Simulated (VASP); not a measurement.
Set up this calculation in VASP 6.6.1, as the native input.

| Quantity | Value |
| --- | --- |
| Task | relaxation of cell and atoms |
| Functional | PBE |
| Potentials or basis | VASP PAW PBE potentials, release 64 (Re, Sb, C) |
| Cutoff | 600 eV |
| k mesh | 9 × 9 × 8 |
| Occupations | gaussian, width 0.1 eV |
| Spin | no spin polarisation |
| Dipole correction | no |
| Further INCAR settings | ALGO = Normal; EDIFF = 1e-06; IBRION = 2; EDIFFG = -0.01; NSW = 100; ISIF = 3 |

The structure of ReSbC3 lies in POSCAR:

```
ReSbC3
1.0
    4.5588083161      0.0000000000      0.0000000000
   -2.2794041581      3.9480438127      0.0000000000
    0.0000000000      0.0000000000      5.0767004703
Re Sb C
1 1 3
Direct
    0.0000000000      0.0000000000      0.5000000000
    0.0000000000      0.0000000000      0.0000000000
    0.5000000000      0.0000000000      0.0000000000
    0.0000000000      0.5000000000      0.0000000000
    0.5000000000      0.5000000000      0.0000000000
```

The cell was built from a structure type or drawn by symmetry, and may not be a known phase.

These files were run (other wordings do the same):

INCAR

```
PREC = Accurate
ENCUT = 600
EDIFF = 1E-6
ISMEAR = 0
SIGMA = 0.1
LREAL = False
LASPH = True
NELM = 100
ALGO = Normal
ISIF = 3
LWAVE = False
LCHARG = False
GGA = PE
IBRION = 2
NSW = 100
EDIFFG = -0.01
```

KPOINTS

```
regular mesh
0
Gamma
  9 9 8
```

Potentials or basis: VASP PAW PBE potentials, release 64 (Re, Sb, C).

Run with:

```sh
$ cat potpaw_PBE.64/Re/POTCAR potpaw_PBE.64/Sb/POTCAR potpaw_PBE.64/C/POTCAR > POTCAR
$ mpirun -np 1 vasp_std > vasp.out
```

Results of the run:

The relaxed volume is 18.18 Å³/atom, the relaxed cell is a = 4.546 Å, b = 4.546 Å, c = 5.079 Å, α = 90.00°, β = 90.00°, γ = 120.00° and the space group after relaxing (to 0.1 Å) is P6/mmm (No. 191). The energy gained by relaxing is 0.2 meV/atom, the ionic steps are 3 and the pressure after relaxing is 0.0 GPa. The band gap on the k mesh is zero (bands 12 and 13 overlap by 0.61 eV).

Caveat: spin-orbit coupling is left out, which moves the levels of the heavy elements.

Wall time 110 s on 1 thread of Intel(R) Xeon(R) 6975P-C (Granite Rapids), on a shared host, peak memory 0.32 GiB.
